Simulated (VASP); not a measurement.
Cu4O5: single point with PBE

The system is Cu4O5, a slab with vacuum.

```
O Cu
1.0
     2.94870    0.00000    0.00000
    -0.00819    2.94869    0.00000
     0.00000    0.00000   27.30252
O Cu
5 4
Direct
  0.50000 0.50000 0.31133
  0.50000 0.50000 0.40566
  0.50000 0.50000 0.49992
  0.50000 0.50000 0.59397
  0.50000 0.50000 0.68178
  0.50000 0.00000 0.35849
  0.00000 0.50000 0.45283
  0.50000 0.00000 0.54688
  0.00000 0.50000 0.64114
```

```yaml
Program: VASP 6.6.1
Task: single point
Functional: PBE
Potentials_or_basis: VASP PAW PBE potentials, release 64 (O, Cu)
Cutoff: 520 eV
k_mesh: 10 × 10 × 1
Occupations: gaussian, width 0.1 eV
Spin: no spin polarisation
Dipole_correction: yes
Further_INCAR_settings: ALGO = Normal; EDIFF = 1e-06; NBANDS = 47
```

- Largest force: 2.077 eV/Å
- Band gap on the k mesh: zero (bands 37 and 38 overlap by 0.96 eV)

Forces in eV/Å, atoms in the order of the input:
```
O    0.000  0.000  2.077
O    0.000  0.000 -0.226
O    0.000  0.000 -0.001
O    0.000  0.000  0.004
O    0.000  0.000  0.119
Cu   0.000  0.000 -1.885
Cu   0.000  0.000 -0.028
Cu   0.000  0.000  0.003
Cu   0.000  0.000 -0.064
```

Levels at points of the mesh, in eV from the Fermi level:
```tsv
k point	band 33	band 34	band 35	band 36	band 37	band 38	band 39	band 40	band 41	band 42
(0.00, 0.00, 0.00)	-1.42	-0.99	-0.29	-0.12	0.54	0.55	0.91	1.17	2.15	3.33
(0.50, 0.00, 0.00)	-1.50	-1.28	-0.72	0.05	0.26	0.44	0.64	1.00	4.14	5.13
(0.00, 0.50, 0.00)	-1.60	-1.36	-0.44	0.08	0.24	0.43	0.65	1.28	4.13	5.54
(0.50, 0.50, 0.00)	-1.24	-1.23	-1.16	-0.78	-0.66	-0.41	0.56	1.11	2.67	3.88
```

Run time: 33 min on 1 thread of Intel Xeon 8259CL, on a shared host, peak memory 0.63 GiB.

Caveat: semilocal functionals often make such compounds metallic where correlation or magnetic order opens a gap, which also shifts bond lengths. With open d or f shells a metallic result of PBE can be an artefact of self-interaction; +U or a hybrid may open a gap.
